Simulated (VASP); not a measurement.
# Pt (P6_3/mmc) in VASP: further runs, part 2 of 2

VASP 6.6.1. The steps go on from the part before.

### Step 3. Single point, r2SCAN

Contents of POSCAR:

```
Pt
1.0
    2.7606656200      0.0000000000      0.0000000000
   -1.3803328100      2.3908065500      0.0000000000
    0.0000000000      0.0000000000      4.7921340000
Pt
2
Direct
    0.6666666689      0.3333333305      0.7500000000
    0.3333333311      0.6666666695      0.2500000000
```

Contents of INCAR.step1:

```
SYSTEM = Pt
ALGO = Normal
EDIFF = 1E-4
ENCUT = 520
GGA = PE
ISMEAR = -1
LASPH = .TRUE.
LCHARG = .FALSE.
LREAL = .FALSE.
LWAVE = .TRUE.
NBANDS = 17
NELM = 100
PREC = Accurate
SIGMA = 0.1
```

Contents of INCAR.step2:

```
SYSTEM = Pt
ALGO = Normal
EDIFF = 1E-6
ENCUT = 520
ISIF = 2
ISMEAR = -1
ISTART = 1
LASPH = .TRUE.
LCHARG = .FALSE.
LMIXTAU = .TRUE.
LREAL = .FALSE.
LWAVE = .FALSE.
METAGGA = R2SCAN
NBANDS = 17
NELM = 100
PREC = Accurate
SIGMA = 0.1
```

Contents of KPOINTS:

```
k-points
0
G
  5 5 3
  0 0 0
```

Potentials or basis: VASP PAW PBE potentials, release 64 (Pt).

Run with:

```console
$ cat potpaw_PBE.64/Pt/POTCAR > POTCAR
$ cp INCAR.step1 INCAR
$ mpirun -np 1 vasp_std > vasp.out
$ cp INCAR.step2 INCAR
$ mpirun -np 1 vasp_std > vasp.out
```

OUTCAR:

```text
SYSTEM = Pt
   EDIFF = 1E-6
   ENCUT = 520
   ISIF = 2
   ISMEAR = -1
   ISTART = 1
   LASPH = .TRUE.
   LREAL = .FALSE.
   METAGGA = R2SCAN
   NELM = 100
   PREC = Accurate

 ion  position               nearest neighbor table
   1  0.667  0.333  0.750-   2 2.88   2 2.88   2 2.88   2 2.88   2 2.88   2 2.88
   2  0.333  0.667  0.250-   1 2.88   1 2.88   1 2.88   1 2.88   1 2.88   1 2.88

  LATTYP: Found a hexagonal cell.
 ALAT       =     2.7606656200
 C/A-ratio  =     1.7358618028

  Lattice vectors:

 A1 = (   2.7606656200,   0.0000000000,   0.0000000000)
 A2 = (  -1.3803328100,   2.3908065500,   0.0000000000)
 A3 = (   0.0000000000,   0.0000000000,   4.7921340000)

Analysis of symmetry for initial positions (statically):
=====================================================================
 Subroutine PRICEL returns:
 Original cell was already a primitive cell.

 Routine SETGRP: Setting up the symmetry group for a
 hexagonal supercell.

 Subroutine GETGRP returns: Found 24 space group operations
 (whereof 12 operations were pure point group operations)
 out of a pool of 24 trial point group operations.

The static configuration has the point symmetry D_3d.
[... 146 lines left out ...]
  energy without entropy =     -102.50803436  energy(sigma->0) =     -102.58013319

 E-fermi :  10.0795     XC(G=0): -14.3087

 val. band max:       10.0281838900   @ k =   0.4000   0.0000   0.0000
 cond. band min:      10.0886218376   @ k =   0.4000   0.0000   0.0000
 fundamental gap:      0.0604379476
 Fermi energy:        10.0795141241

 k-point     1 :       0.0000    0.0000    0.0000
  band No.  band energies     occupation
      1       0.1605      2.00000
      2       2.8167      2.00000
      3       6.0405      2.00000
      4       6.5526      2.00000
      5       6.5526      2.00000
      6       6.9232      2.00000
[... 177 lines left out ...]
      4       5.6046      2.00000
      5       6.0126      2.00000
      6       7.3967      2.00000
[... 9 lines left out ...]
     16      23.5175      0.00000
     17      25.7937      0.00000

------------------------ aborting loop because EDIFF is reached ----------------------------------------

  FORCE on cell =-STRESS in cart. coord.  units (eV):
  Direction    XX          YY          ZZ          XY          YZ          ZX
  --------------------------------------------------------------------------------------
  -------------------------------------------------------------------------------------
  Total       -0.4222293     -0.4222293     -1.6125856      0.0000000      0.0000000      0.0000000
  in kB      -21.3880794    -21.3880792    -81.6857231      0.0000000      0.0000000      0.0000000
  external PRESSURE =     -41.4872939 kB  Pullay stress =       0.0000000 kB

 VOLUME and BASIS-vectors are now :
 -----------------------------------------------------------------------------
  energy-cutoff  :      520.00
  volume of cell :       31.63
      direct lattice vectors                 reciprocal lattice vectors
     2.760665620  0.000000000  0.000000000     0.362231482  0.209134445  0.000000000
    -1.380332810  2.390806550  0.000000000     0.000000000  0.418268889  0.000000000
     0.000000000  0.000000000  4.792134000     0.000000000  0.000000000  0.208675300

 POSITION                                       TOTAL-FORCE (eV/Angst)
 -----------------------------------------------------------------------------------
      1.38033      0.79694      3.59410        -0.000000      0.000000      0.000000
     -0.00000      1.59387      1.19803         0.000000     -0.000000      0.000000
 -----------------------------------------------------------------------------------
    total drift:                               -0.000002      0.000001     -0.000001

  FREE ENERGIE OF THE ION-ELECTRON SYSTEM (eV)
  ---------------------------------------------------
  free  energy   TOTEN  =      -102.6522320303 eV

  energy  without entropy=     -102.5080343573  energy(sigma->0) =     -102.58013319
```

OSZICAR.step1:

```text
N       E                     dE             d eps       ncg     rms          rms(c)
DAV:   1     0.101907886476E+03    0.10191E+03   -0.10525E+04   340   0.113E+03
DAV:   2    -0.106780358963E+02   -0.11259E+03   -0.10679E+03   365   0.244E+02
DAV:   3    -0.126516896147E+02   -0.19737E+01   -0.19487E+01   425   0.317E+01
DAV:   4    -0.126618409144E+02   -0.10151E-01   -0.10150E-01   402   0.234E+00
DAV:   5    -0.126619394342E+02   -0.98520E-04   -0.98517E-04   427   0.249E-01    0.166E+01
DAV:   6    -0.119734848723E+02    0.68845E+00   -0.10908E+00   351   0.919E+00    0.888E+00
DAV:   7    -0.119010564272E+02    0.72428E-01   -0.21473E-01   386   0.412E+00    0.295E+00
DAV:   8    -0.118940661106E+02    0.69903E-02   -0.20544E-02   359   0.115E+00    0.781E-01
DAV:   9    -0.118937378134E+02    0.32830E-03   -0.19448E-04   345   0.115E-01    0.513E-02
DAV:  10    -0.118937487141E+02   -0.10901E-04   -0.11125E-05   182   0.238E-02
   1 F= -.11893749E+02 E0= -.11818547E+02  d E =-.150404E+00
```

It took 53 s on 1 thread of Intel Xeon Platinum 8488C (Sapphire Rapids), shared host; peak memory 0.15 GiB.

What came out:

```
Free energy            : -102.6522 eV
Pressure               : -4.1 GPa
Band gap on the k mesh : zero (band 10 reaches 10.15 eV, above the bottom of band 11 at 9.55 eV)
```

Stress tensor (GPa, compression positive):
```
-2.14  0.00  0.00
 0.00 -2.14  0.00
 0.00  0.00 -8.17
```

Levels at points of the mesh, in eV from the Fermi level:
| k point | band 8 | band 9 | band 10 | band 11 | band 12 | band 13 |
| --- | --- | --- | --- | --- | --- | --- |
| (0.00, 0.00, 0.00) | -1.90 | -1.90 | -0.52 | -0.27 | -0.27 | 4.93 |

Caveat: the k points lie up to 0.53 Å⁻¹ apart; the PAW data sets were made with another functional, which shifts forces and pressure a little; spin-orbit coupling is left out, which moves the levels of the heavy elements.

### Step 4. Single point, r2SCAN

POSCAR is that of step 3.

INCAR.step1 is that of step 3.

Changes to INCAR.step2 since step 3:

```diff
@@ -2,3 +2,3 @@
 ALGO = Normal
-EDIFF = 1E-6
+EDIFF = 1E-7
 ENCUT = 520
```

Contents of KPOINTS:

```
k-points
0
G
  7 7 4
  0 0 0
```

Run with:

```console
$ cat potpaw_PBE.64/Pt/POTCAR > POTCAR
$ cp INCAR.step1 INCAR
$ mpirun -np 1 vasp_std > vasp.out
$ cp INCAR.step2 INCAR
$ mpirun -np 1 vasp_std > vasp.out
```

Wall time 1.8 min (1 thread of Intel Xeon Platinum 8488C (Sapphire Rapids), shared host); peak memory 0.16 GiB.

It converged, with:

```yaml
Free_energy: -102.9003 eV
Pressure: -5.2 GPa
Band_gap_on_the_k_mesh: zero (band 10 reaches 10.36 eV, above the bottom of band 11 at 9.25 eV)
```

Stress tensor (GPa, compression positive):
```
-6.65  0.00  0.00
 0.00 -6.65  0.00
 0.00  0.00 -2.45
```

Levels at points of the mesh, in eV from the Fermi level:
| k point | band 8 | band 9 | band 10 | band 11 | band 12 | band 13 |
| --- | --- | --- | --- | --- | --- | --- |
| (0.00, 0.00, 0.00) | -1.93 | -1.93 | -0.54 | -0.30 | -0.30 | 4.90 |
| (0.00, 0.00, 0.50) | -3.58 | -0.89 | -0.89 | -0.89 | -0.89 | 12.52 |

Caveat: the k points lie up to 0.38 Å⁻¹ apart; the PAW data sets were made with another functional, which shifts forces and pressure a little; spin-orbit coupling is left out, which moves the levels of the heavy elements.

### Step 5. Single point, r2SCAN

POSCAR is that of step 4.

Contents of INCAR.step1:

```
PREC     = Accurate       # precision mode
ENCUT    = 520            # plane-wave cutoff, eV
ISMEAR   = -1             # smearing method
SIGMA    = 0.1            # smearing width, eV
LREAL    = False          # projectors in reciprocal space
LASPH    = True           # aspherical terms in the spheres
NELM     = 100            # most SCF steps
NBANDS   = 17             # bands
GGA      = PE             # functional
ALGO     = Normal         # electronic algorithm
EDIFF    = 1E-4           # SCF threshold, eV
LWAVE    = True           # write WAVECAR
LCHARG   = False          # write CHGCAR
```

Contents of INCAR.step2:

```
PREC     = Accurate       # precision mode
ENCUT    = 520            # plane-wave cutoff, eV
EDIFF    = 1E-6           # SCF threshold, eV
ISMEAR   = -1             # smearing method
SIGMA    = 0.1            # smearing width, eV
LREAL    = False          # projectors in reciprocal space
LASPH    = True           # aspherical terms in the spheres
NELM     = 100            # most SCF steps
ALGO     = Normal         # electronic algorithm
ISIF     = 2              # what is computed and relaxed
LWAVE    = False          # write WAVECAR
LCHARG   = False          # write CHGCAR
METAGGA  = R2SCAN         # meta-GGA
LMIXTAU  = True         
NBANDS   = 17             # bands
ISTART   = 1
```

Contents of KPOINTS:

```
regular mesh
0
Gamma
  9 9 5
```

Run with:

```console
$ cat potpaw_PBE.64/Pt/POTCAR > POTCAR
$ cp INCAR.step1 INCAR
$ mpirun -np 1 vasp_std > vasp.out
$ cp INCAR.step2 INCAR
$ mpirun -np 1 vasp_std > vasp.out
```

Run time: 1.9 min. Hardware: 1 thread of Intel Xeon Platinum 8488C (Sapphire Rapids), shared host; peak memory 0.17 GiB.

It converged, with:

| Quantity | Value |
| --- | --- |
| Free energy | -102.9539 eV |
| Pressure | -5.9 GPa |
| Band gap on the k mesh | zero (band 10 reaches 10.47 eV, above the bottom of band 11 at 9.37 eV) |

Stress tensor (GPa, compression positive):
```
-6.16  0.00  0.00
 0.00 -6.16  0.00
 0.00  0.00 -5.27
```

Levels at points of the mesh, in eV from the Fermi level:
| k point | band 7 | band 8 | band 9 | band 10 | band 11 | band 12 | band 13 | band 14 |
| --- | --- | --- | --- | --- | --- | --- | --- | --- |
| (0.00, 0.00, 0.00) | -3.16 | -1.92 | -1.92 | -0.54 | -0.29 | -0.29 | 4.90 | 16.07 |

Caveat: the PAW data sets were made with another functional, which shifts forces and pressure a little; spin-orbit coupling is left out, which moves the levels of the heavy elements.

### Step 6. Single point, r2SCAN

POSCAR is that of step 5.

Contents of INCAR.step1:

```
SYSTEM = Pt
ALGO = Normal
EDIFF = 1E-5
ENCUT = 550
GGA = PE
GGA_COMPAT = .FALSE.
ISMEAR = -1
LASPH = .TRUE.
LCHARG = .FALSE.
LREAL = .FALSE.
LWAVE = .TRUE.
NBANDS = 25
NELM = 120
PREC = Accurate
SIGMA = 0.1
```

Contents of INCAR.step2:

```
SYSTEM = Pt
ALGO = Normal
EDIFF = 1E-6
ENCUT = 550
GGA_COMPAT = .FALSE.
ISIF = 2
ISMEAR = -1
ISTART = 1
LASPH = .TRUE.
LCHARG = .FALSE.
LMIXTAU = .TRUE.
LREAL = .FALSE.
LWAVE = .FALSE.
METAGGA = R2SCAN
NBANDS = 25
NELM = 120
PREC = Accurate
SIGMA = 0.1
```

Contents of KPOINTS:

```
k-points
0
G
  5 5 3
  0 0 0
```

Potentials or basis: VASP PAW PBE potentials, release 64 (Pt_sv_GW).

Run with:

```console
$ cat potpaw_PBE.64/Pt_sv_GW/POTCAR > POTCAR
$ cp INCAR.step1 INCAR
$ mpirun -np 1 vasp_std > vasp.out
$ cp INCAR.step2 INCAR
$ mpirun -np 1 vasp_std > vasp.out
```

Run time: 29 s. Hardware: 1 thread of Intel Xeon 6975P-C (Granite Rapids), shared host; peak memory 0.17 GiB.

It converged, with:

* Free energy: -102.4656 eV
* Pressure: -6.7 GPa
* Band gap on the k mesh: zero (band 18 reaches 9.65 eV, above the bottom of band 19 at 9.04 eV)

Stress tensor (GPa, compression positive):
```
 -4.85   0.00   0.00
  0.00  -4.85   0.00
  0.00   0.00 -10.41
```

Levels at points of the mesh, in eV from the Fermi level:
| k point | band 14 | band 15 | band 16 | band 17 | band 18 | band 19 | band 20 | band 21 | band 22 | band 23 |
| --- | --- | --- | --- | --- | --- | --- | --- | --- | --- | --- |
| (0.00, 0.00, 0.00) | -3.15 | -3.15 | -1.90 | -1.90 | -0.48 | -0.28 | -0.28 | 4.95 | 15.97 | 16.50 |

Caveat: the k points lie up to 0.53 Å⁻¹ apart; the PAW data sets were made with another functional, which shifts forces and pressure a little; spin-orbit coupling is left out, which moves the levels of the heavy elements.

### Step 7. Overview

| potentials or basis | k mesh | cutoff (eV) | second run | gap on the mesh (eV) | pressure (GPa) |
| --- | --- | --- | --- | --- | --- |
| VASP PAW PBE potentials, release 64 (Pt) | 3 × 3 × 2 | 520 | - | none | 1.7 |
| VASP PAW PBE potentials, release 64 (Pt) | 5 × 5 × 3 | 520 | - | none | -4.1 |
| VASP PAW PBE potentials, release 64 (Pt) | 7 × 7 × 4 | 520 | - | none | -5.2 |
| VASP PAW PBE potentials, release 64 (Pt) | 9 × 9 × 5 | 520 | - | none | -5.9 |
| VASP PAW PBE potentials, release 64 (Pt_sv_GW) | 5 × 5 × 3 | 550 | valence_matched | none | -6.7 |

Alike in all rows: task single point; level r2SCAN; no spin polarisation; cell as given; smearing fermi-dirac 0.1 eV.

Caveats: some runs use coarse meshes; the PAW data sets were made with another functional, which shifts forces and pressure a little; spin-orbit coupling is left out, which moves the levels of the heavy elements.

Total energies depend on the potentials used, so only differences within one code and one set of settings carry meaning.
